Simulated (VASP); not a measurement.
A run of VASP 6.6.1:

File INCAR:

```
  PREC = Accurate
  ENCUT = 520
  EDIFF = 1E-6
  ISMEAR = 0
  SIGMA = 0.15
  LREAL = False
  LASPH = True
  NELM = 80
  ALGO = Normal
  ISIF = 2
  LWAVE = False
  LCHARG = False
  GGA = PE
  NBANDS = 16
```

Contents of KPOINTS:

```
regular mesh
0
Gamma
  20 20 20
```

POSCAR

```
InP
1.0
    0.0000000000      2.7669946922      2.9985921480
    2.7669946922      0.0000000000      2.9985921480
    2.7669946922      2.7669946922      0.0000000000
In P
1 1
Direct
    0.0000000000      0.0000000000      0.0000000000
    0.5000000000      0.5000000000      0.5000000000
```

Potentials or basis: VASP PAW PBE potentials, release 64 (In_d, P).

Run with:

```console
$ cat potpaw_PBE.64/In_d/POTCAR potpaw_PBE.64/P/POTCAR > POTCAR
$ mpirun -np 1 vasp_std > vasp.out
```

Hardware: 1 thread of Intel(R) Xeon(R) 6975P-C (Granite Rapids), with other jobs on the host.

Problem. Estimate the wall time of this run.

Solution. Run time: 2.6 min on 1 thread of Intel(R) Xeon(R) 6975P-C (Granite Rapids), on a shared host, peak memory 0.54 GiB. Counts: scf iterations 12, k points 641.
